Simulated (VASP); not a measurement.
# Hf (Pm-3m) in VASP: further runs

The runs below take Hf through single point, relaxation of cell and atoms, with r2SCAN.

Everything below comes from runs of VASP 6.6.1. Logs are shortened: lines on timing, memory, paths and dates and some standing lists are left out, and cuts for length are marked.

### Step 1. The cell of the first run

It takes space group Pm-3m (No. 221, cubic). The conventional cell has a = 2.857 Å, b = 2.857 Å, c = 2.857 Å, α = 90.00°, β = 90.00°, γ = 90.00°. Hf (site symmetry m-3m) has 6 Hf at 2.86 Å within 3.8 Å.

This isn't the form of Hf at room conditions, which is hcp.

### Step 2. Single point, r2SCAN

Input file POSCAR:

```
Hf
1.0
    2.8566409408      0.0000000000      0.0000000000
    0.0000000000      2.8566409408      0.0000000000
    0.0000000000      0.0000000000      2.8566409408
Hf
1
Direct
    0.0000000000      0.0000000000      0.0000000000
```

Input file INCAR.step1:

```
SYSTEM = Hf
PREC     = Accurate       ! precision mode
ENCUT    = 520            ! plane-wave cutoff, eV
ISMEAR   = 0              ! smearing method
SIGMA    = 0.1            ! smearing width, eV
LREAL    = .False.        ! projectors in reciprocal space
LASPH    = .True.         ! aspherical terms in the spheres
NELM     = 80             ! most SCF steps
NBANDS   = 11             ! bands
GGA      = PE             ! functional
ALGO     = Normal         ! electronic algorithm
EDIFF    = 1E-4           ! SCF threshold, eV
LWAVE    = .True.         ! write WAVECAR
LCHARG   = .False.        ! write CHGCAR
```

Input file INCAR.step2:

```
SYSTEM = Hf
PREC     = Accurate       ! precision mode
ENCUT    = 520            ! plane-wave cutoff, eV
EDIFF    = 1E-6           ! SCF threshold, eV
ISMEAR   = 0              ! smearing method
SIGMA    = 0.1            ! smearing width, eV
LREAL    = .False.        ! projectors in reciprocal space
LASPH    = .True.         ! aspherical terms in the spheres
NELM     = 80             ! most SCF steps
ALGO     = Normal         ! electronic algorithm
ISIF     = 2              ! what is computed and relaxed
LWAVE    = .False.        ! write WAVECAR
LCHARG   = .True.         ! write CHGCAR
METAGGA  = R2SCAN         ! meta-GGA
LMIXTAU  = .True.       
LELF     = .True.         ! ELF
LVHAR    = .True.       
NBANDS   = 11             ! bands
ISTART   = 1
```

Input file KPOINTS:

```
regular mesh
0
Gamma
  6 6 6
  0 0 0
```

Potentials or basis: VASP PAW PBE potentials, release 64 (Hf_pv).

Command:

```sh
$ cat potpaw_PBE.64/Hf_pv/POTCAR > POTCAR
$ cp INCAR.step1 INCAR
$ mpirun -np 1 vasp_std > vasp.out
$ cp INCAR.step2 INCAR
$ mpirun -np 1 vasp_std > vasp.out
```

OUTCAR:

```text
SYSTEM = Hf
   PREC = Accurate
   ENCUT = 520
   EDIFF = 1E-6
   ISMEAR = 0
   LREAL = .False.
   LASPH = .True.
   NELM = 80
   ISIF = 2
   METAGGA = R2SCAN
   ISTART = 1

 ion  position               nearest neighbor table
   1  0.000  0.000  0.000-

  LATTYP: Found a simple cubic cell.
 ALAT       =     2.8566409408

  Lattice vectors:

 A1 = (   2.8566409408,   0.0000000000,   0.0000000000)
 A2 = (   0.0000000000,   2.8566409408,   0.0000000000)
 A3 = (   0.0000000000,   0.0000000000,   2.8566409408)

Analysis of symmetry for initial positions (statically):
=====================================================================
 Subroutine PRICEL returns:
 Original cell was already a primitive cell.

 Routine SETGRP: Setting up the symmetry group for a
 simple cubic supercell.

 Subroutine GETGRP returns: Found 48 space group operations
 (whereof 48 operations were pure point group operations)
 out of a pool of 48 trial point group operations.

The static configuration has the point symmetry O_h .

Analysis of symmetry for dynamics (positions and initial velocities):
=====================================================================
 Subroutine PRICEL returns:
 Original cell was already a primitive cell.

 Routine SETGRP: Setting up the symmetry group for a
 simple cubic supercell.

 Subroutine GETGRP returns: Found 48 space group operations
 (whereof 48 operations were pure point group operations)
 out of a pool of 48 trial point group operations.

The dynamic configuration has the point symmetry O_h .

 Subroutine INISYM returns: Found 48 space group operations
 (whereof 48 operations are pure point group operations),
 and found     1 'primitive' translations

----------------------------------------------------------------------------------------

                                     Primitive cell

  volume of cell :      23.3113

  direct lattice vectors                    reciprocal lattice vectors
     2.856640941  0.000000000  0.000000000     0.350061496  0.000000000  0.000000000
     0.000000000  2.856640941  0.000000000     0.000000000  0.350061496  0.000000000
     0.000000000  0.000000000  2.856640941     0.000000000  0.000000000  0.350061496

  length of vectors
     2.856640941  2.856640941  2.856640941     0.350061496  0.350061496  0.350061496

  position of ions in fractional coordinates (direct lattice)
     0.000000000  0.000000000  0.000000000

  ion indices of the primitive-cell ions
   primitive index   ion index
                 1           1

----------------------------------------------------------------------------------------

 KPOINTS: regular mesh

Automatic generation of k-mesh.
 Grid dimensions read from file:
 generate k-points for:    6    6    6

 Generating k-lattice:

  Cartesian coordinates                     Fractional coordinates (reciprocal lattice)
     0.058343583  0.000000000  0.000000000     0.166666667  0.000000000  0.000000000
     0.000000000  0.058343583  0.000000000     0.000000000  0.166666667  0.000000000
     0.000000000  0.000000000  0.058343583     0.000000000  0.000000000  0.166666667

  Length of vectors
     0.058343583  0.058343583  0.058343583

  Shift w.r.t. Gamma in fractional coordinates (k-lattice)
     0.000000000  0.000000000  0.000000000

 Subroutine IBZKPT returns following result:
 ===========================================

 Found     20 irreducible k-points:

 Following reciprocal coordinates:
            Coordinates               Weight
  0.000000  0.000000  0.000000      1.000000
  0.166667  0.000000  0.000000      6.000000
  0.333333  0.000000  0.000000      6.000000
  0.500000  0.000000  0.000000      3.000000
  0.166667  0.166667  0.000000     12.000000
  0.333333  0.166667  0.000000     24.000000
[... 12 lines left out ...]
  0.500000  0.500000  0.333333      6.000000
  0.500000  0.500000  0.500000      1.000000
   k-points           NKPTS =     20   k-points in BZ     NKDIM =     20   number of bands    NBANDS=     11
   number of dos      NEDOS =    301   number of ions     NIONS =      1
   total plane-waves  NPLWV =  13824
   dimension x,y,z NGX =    24 NGY =   24 NGZ =   24
   dimension x,y,z NGXF=    48 NGYF=   48 NGZF=   48
   ions per type =               1
   NGX,Y,Z   is equivalent  to a cutoff of  13.97, 13.97, 13.97 a.u.
   NGXF,Y,Z  is equivalent  to a cutoff of  27.93, 27.93, 27.93 a.u.
 SYSTEM =  Hf
   PREC   = accura    normal or accurate (medium, high low for compatibility)
   ISTART =      1    job   : 0-new  1-cont  2-samecut
   ICHARG =      0    charge: 1-file 2-atom 10-const
   ISPIN  =      1    spin polarized calculation?
   LNONCOLLINEAR =      F non collinear calculations
   LSORBIT =      F    spin-orbit coupling
   LASPH  =      T    aspherical Exc in radial PAW
   ENCUT  =  520.0 eV  38.22 Ry    6.18 a.u.   5.31  5.31  5.31*2*pi/ulx,y,z
   NELM   =     80;   NELMIN=  2; NELMDL=  0     # of ELM steps
   EDIFF  = 0.1E-05   stopping-criterion for ELM
[... 56 lines left out ...]
  band No.  band energies     occupation
      1     -26.8289      2.00000
      2     -26.8289      2.00000
      3     -26.8289      2.00000
      4      -2.9235      2.00000
      5       2.4580      2.00000
      6       2.4580      2.00000
      7      11.3667      0.00000
      8      11.3667      0.00000
      9      11.3667      0.00000
     10      16.1786      0.00000
     11      18.2896      0.00000

 k-point     2 :       0.1667    0.0000    0.0000
  band No.  band energies     occupation
      1     -27.1347      2.00000
      2     -26.8034      2.00000
      3     -26.8034      2.00000
      4      -2.1591      2.00000
      5       2.6867      2.00000
      6       3.1691      2.00000
      7      10.0465      0.00000
      8      10.0465      0.00000
      9      11.4635      0.00000
     10      15.4604      0.00000
     11      16.1786      0.00000

 k-point     3 :       0.3333    0.0000    0.0000
  band No.  band energies     occupation
      1     -27.7085      2.00000
      2     -26.7519      2.00000
      3     -26.7519      2.00000
      4      -0.4218      2.00000
      5       3.1953      2.00000
      6       4.1869      0.62062
      7       8.2711      0.00000
      8       8.2711      0.00000
      9      11.6638      0.00000
     10      13.6559      0.00000
     11      16.1786      0.00000

 k-point     4 :       0.5000    0.0000    0.0000
  band No.  band energies     occupation
      1     -27.9790      2.00000
      2     -26.7260      2.00000
      3     -26.7260      2.00000
      4       0.8458      2.00000
      5       3.4822      2.00000
      6       3.8409      1.99999
      7       7.5809      0.00000
      8       7.5809      0.00000
      9      11.7677      0.00000
     10      14.7731      0.00000
     11      16.1786      0.00000

 k-point     5 :       0.1667    0.1667    0.0000
  band No.  band energies     occupation
      1     -27.1203      2.00000
      2     -27.0894      2.00000
      3     -26.7782      2.00000
      4      -1.4097      2.00000
      5       3.1246      2.00000
      6       3.6909      2.00000
      7       8.5204      0.00000
      8       9.9498      0.00000
      9      10.4721      0.00000
     10      16.1784      0.00000
     11      16.9358      0.00000
[... 155 lines left out ...]
 k-point    17 :       0.3333    0.3333    0.3333
  band No.  band energies     occupation
      1     -27.5157      2.00000
      2     -27.4790      2.00000
      3     -27.4790      2.00000
      4       2.2082      2.00000
      5       4.2053      0.45064
      6       4.2053      0.45063
      7       8.6928      0.00000
      8       8.6928      0.00000
      9       9.3945      0.00000
     10      15.3195      0.00000
     11      16.1788      0.00000

 k-point    18 :       0.5000    0.3333    0.3333
  band No.  band energies     occupation
      1     -27.7435      2.00000
      2     -27.4673      2.00000
      3     -27.4441      2.00000
      4       2.2710      2.00000
      5       3.5313      2.00000
      6       4.0096      1.95584
      7       8.7960      0.00000
      8       9.3285      0.00000
      9      13.4118      0.00000
     10      14.3294      0.00000
     11      15.3765      0.00000

 k-point    19 :       0.5000    0.5000    0.3333
  band No.  band energies     occupation
      1     -27.7050      2.00000
      2     -27.7050      2.00000
      3     -27.4211      2.00000
      4       2.0880      2.00000
      5       3.4357      2.00000
      6       3.4357      2.00000
      7       9.1775      0.00000
      8      12.8148      0.00000
      9      13.8512      0.00000
     10      14.3030      0.00000
     11      14.3030      0.00000

 k-point    20 :       0.5000    0.5000    0.5000
  band No.  band energies     occupation
      1     -27.6675      2.00000
      2     -27.6675      2.00000
      3     -27.6675      2.00000
      4       2.6669      2.00000
      5       2.6669      2.00000
      6       2.6669      2.00000
      7      11.3052      0.00000
      8      13.9212      0.00000
      9      13.9212      0.00000
     10      15.2228      0.00000
     11      15.2228      0.00000

------------------------ aborting loop because EDIFF is reached ----------------------------------------

  FORCE on cell =-STRESS in cart. coord.  units (eV):
  Direction    XX          YY          ZZ          XY          YZ          ZX
  --------------------------------------------------------------------------------------
  -------------------------------------------------------------------------------------
  Total        0.3878907      0.3878907      0.3878907      0.0000000      0.0000000     -0.0000000
  in kB       26.6595592     26.6595592     26.6595592      0.0000000      0.0000000     -0.0000000
  external PRESSURE =      26.6595592 kB  Pullay stress =       0.0000000 kB

 VOLUME and BASIS-vectors are now :
 -----------------------------------------------------------------------------
  energy-cutoff  :      520.00
  volume of cell :       23.31
      direct lattice vectors                 reciprocal lattice vectors
     2.856640941  0.000000000  0.000000000     0.350061496  0.000000000  0.000000000
     0.000000000  2.856640941  0.000000000     0.000000000  0.350061496  0.000000000
     0.000000000  0.000000000  2.856640941     0.000000000  0.000000000  0.350061496

 POSITION                                       TOTAL-FORCE (eV/Angst)
 -----------------------------------------------------------------------------------
      0.00000      0.00000      0.00000         0.000000      0.000000      0.000000
 -----------------------------------------------------------------------------------
    total drift:                                0.000000     -0.000000      0.000000

  FREE ENERGIE OF THE ION-ELECTRON SYSTEM (eV)
  ---------------------------------------------------
  free  energy   TOTEN  =       -43.8556087093 eV

  energy  without entropy=      -43.8427863327  energy(sigma->0) =      -43.84919752
```

Run time: 17 s. Hardware: 1 thread of Intel Xeon 8259CL, shared host; peak memory 0.14 GiB.

What came out:

| Quantity | Value |
| --- | --- |
| Free energy | -43.8556 eV |
| Pressure | 2.7 GPa |
| Band gap on the k mesh | zero (bands 5 and 6 overlap by 2.61 eV) |

Levels at points of the mesh, in eV from the Fermi level:
```tsv
k point	band 3	band 4	band 5	band 6	band 7	band 8
(0.00, 0.00, 0.00)	-30.98	-7.08	-1.69	-1.69	7.21	7.21
(0.50, 0.00, 0.00)	-30.88	-3.31	-0.67	-0.31	3.43	3.43
(0.50, 0.50, 0.00)	-30.78	-3.31	-0.61	4.25	4.25	4.82
(0.50, 0.50, 0.50)	-31.82	-1.49	-1.49	-1.49	7.15	9.77
```

Caveat: the k points lie up to 0.37 Å⁻¹ apart, too coarse for converged energies and pressures of a metal; the PAW data sets were made with another functional, which shifts forces and pressure a little; spin-orbit coupling is left out, which moves the levels of the heavy elements.

### Step 3. Single point, r2SCAN

This run uses another cell than the first one, of 24.27 Å³/atom.

Input file POSCAR:

```
Hf
1.0
    2.8953122719      0.0000000000      0.0000000000
    0.0000000000      2.8953122719      0.0000000000
    0.0000000000      0.0000000000      2.8953122719
Hf
1
Direct
    0.0000000000      0.0000000000      0.0000000000
```

Input file INCAR.step1:

```
SYSTEM = Hf
PREC = Accurate
ENCUT = 520
ISMEAR = 0
SIGMA = 0.1
LREAL = .False.
LASPH = .True.
NELM = 100
NBANDS = 11
GGA = PE
ALGO = Normal
EDIFF = 1E-4
LWAVE = .True.
LCHARG = .False.
```

Input file INCAR.step2:

```
SYSTEM = Hf
PREC = Accurate
ENCUT = 520
EDIFF = 1E-7
ISMEAR = 0
SIGMA = 0.1
LREAL = .False.
LASPH = .True.
NELM = 100
ALGO = Normal
ISIF = 2
LWAVE = .False.
LCHARG = .True.
METAGGA = R2SCAN
LMIXTAU = .True.
LELF = .True.
LVHAR = .True.
NBANDS = 11
ISTART = 1
```

Input file KPOINTS:

```
regular mesh
0
Gamma
  20 20 20
  0 0 0
```

Potentials or basis: VASP PAW PBE potentials, release 64 (Hf_pv).

Command:

```sh
$ cat potpaw_PBE.64/Hf_pv/POTCAR > POTCAR
$ cp INCAR.step1 INCAR
$ mpirun -np 1 vasp_std > vasp.out
$ cp INCAR.step2 INCAR
$ mpirun -np 1 vasp_std > vasp.out
```

Run time: 2.5 min. Hardware: 1 thread of Intel Xeon 8259CL, shared host; peak memory 0.2 GiB.

It converged, with:

| Quantity | Value |
| --- | --- |
| Free energy | -43.9328 eV |
| Pressure | -0.3 GPa |
| Band gap on the k mesh | zero (bands 5 and 6 overlap by 2.56 eV) |

Levels at points of the mesh, in eV from the Fermi level:
| k point | band 2 | band 3 | band 4 | band 5 | band 6 | band 7 | band 8 | band 9 |
| --- | --- | --- | --- | --- | --- | --- | --- | --- |
| (0.00, 0.00, 0.00) | -31.02 | -31.02 | -6.90 | -1.55 | -1.55 | 7.02 | 7.02 | 7.02 |
| (0.50, 0.00, 0.00) | -30.93 | -30.93 | -3.23 | -0.58 | -0.32 | 3.44 | 3.44 | 7.40 |
| (0.50, 0.50, 0.00) | -31.91 | -30.85 | -3.02 | -0.59 | 4.22 | 4.22 | 4.63 | 4.63 |
| (0.50, 0.50, 0.50) | -31.78 | -31.78 | -1.26 | -1.26 | -1.26 | 7.19 | 9.41 | 9.41 |

Caveat: the PAW data sets were made with another functional, which shifts forces and pressure a little; spin-orbit coupling is left out, which moves the levels of the heavy elements.

### Step 4. Relaxation of cell and atoms, r2SCAN

Input file POSCAR:

```
Hf
1.0
    2.8566409408      0.0000000000      0.0000000000
    0.0000000000      2.8566409408      0.0000000000
    0.0000000000      0.0000000000      2.8566409408
Hf
1
Direct
    0.0000000000      0.0000000000      0.0000000000
```

Input file INCAR.step1:

```
PREC     = Accurate       # precision mode
ENCUT    = 600            # plane-wave cutoff, eV
ISMEAR   = 0              # smearing method
SIGMA    = 0.1            # smearing width, eV
LREAL    = F              # projectors in reciprocal space
LASPH    = T              # aspherical terms in the spheres
NELM     = 80             # most SCF steps
GGA      = PE             # functional
ALGO     = Normal         # electronic algorithm
EDIFF    = 1E-4           # SCF threshold, eV
LWAVE    = T              # write WAVECAR
LCHARG   = F              # write CHGCAR
```

Input file INCAR.step2:

```
PREC     = Accurate       # precision mode
ENCUT    = 600            # plane-wave cutoff, eV
EDIFF    = 1E-7           # SCF threshold, eV
ISMEAR   = 0              # smearing method
SIGMA    = 0.1            # smearing width, eV
LREAL    = F              # projectors in reciprocal space
LASPH    = T              # aspherical terms in the spheres
NELM     = 80             # most SCF steps
ALGO     = Normal         # electronic algorithm
ISIF     = 3              # what is computed and relaxed
LWAVE    = F              # write WAVECAR
LCHARG   = F              # write CHGCAR
METAGGA  = R2SCAN         # meta-GGA
LMIXTAU  = T            
IBRION   = 2              # ionic algorithm
NSW      = 100            # ionic steps
EDIFFG   = -0.01          # ionic threshold
ISTART   = 1
```

Input file KPOINTS:

```
regular mesh
0
Gamma
  20 20 20
```

Command:

```sh
$ cat potpaw_PBE.64/Hf_pv/POTCAR > POTCAR
$ cp INCAR.step1 INCAR
$ mpirun -np 1 vasp_std > vasp.out
$ cp INCAR.step2 INCAR
$ mpirun -np 1 vasp_std > vasp.out
```

Run time: 5.4 min. Hardware: 1 thread of Intel Xeon 8259CL, shared host; peak memory 0.22 GiB.

It converged, with:

```yaml
Free_energy: -43.9328 eV
Relaxed_volume: 24.18 Å³/atom
Relaxed_cell: a = 2.892 Å, b = 2.892 Å, c = 2.892 Å, α = 90.00°, β = 90.00°, γ = 90.00°
Space_group_after_relaxing_to_0.1_Å: Pm-3m (No. 221)
Energy_gained_by_relaxing: 8.1 meV/atom
Ionic_steps: 3
Pressure_after_relaxing: 0.0 GPa
Band_gap_on_the_k_mesh: zero (bands 5 and 6 overlap by 2.57 eV)
```

The path:
```csv
step,energy change (eV),largest force (eV/Å),pressure (GPa),volume (Å³)
1,0.0000,0.0000,3.09,23.31
2,-0.0037,0.0000,-2.01,24.86
3,-0.0081,0.0000,0.02,24.18
```

Final structure:
```yaml
crystal:
  lattice:
    - [2.89183, 0.00000, 0.00000]
    - [0.00000, 2.89183, 0.00000]
    - [0.00000, 0.00000, 2.89183]
  atoms:
    - { symbol: Hf, position: [0.00000, 0.00000, 0.00000] }
```

Levels at points of the mesh, in eV from the Fermi level:
| k point | band 3 | band 4 | band 5 | band 6 | band 7 | band 8 |
| --- | --- | --- | --- | --- | --- | --- |
| (0.00, 0.00, 0.00) | -31.01 | -6.91 | -1.56 | -1.56 | 7.05 | 7.05 |
| (0.50, 0.00, 0.00) | -30.92 | -3.24 | -0.59 | -0.31 | 3.45 | 3.45 |
| (0.50, 0.50, 0.00) | -30.83 | -3.04 | -0.59 | 4.23 | 4.23 | 4.65 |
| (0.50, 0.50, 0.50) | -31.77 | -1.27 | -1.27 | -1.27 | 7.19 | 9.45 |

Caveat: the PAW data sets were made with another functional, which shifts forces and pressure a little; spin-orbit coupling is left out, which moves the levels of the heavy elements.

### Step 5. Summary

```tsv
task	cell	k mesh	cutoff (eV)	gap on the mesh (eV)	pressure (GPa)
single point	a = 2.857 Å, 1 atom	6 × 6 × 6	520	none	2.7
single point	a = 2.895 Å, 1 atom	20 × 20 × 20	520	none	-0.3
relaxation of cell and atoms	relaxed from a = 2.857 Å, 1 atom	20 × 20 × 20	600	none	0.0
```

Alike in all rows: level r2SCAN; potentials or basis VASP PAW PBE potentials, release 64 (Hf_pv); no spin polarisation; smearing gaussian 0.1 eV.

Caveats: some runs use coarse meshes; the PAW data sets were made with another functional, which shifts forces and pressure a little; spin-orbit coupling is left out, which moves the levels of the heavy elements.

Total energies depend on the potentials used, so only differences within one code and one set of settings carry meaning.
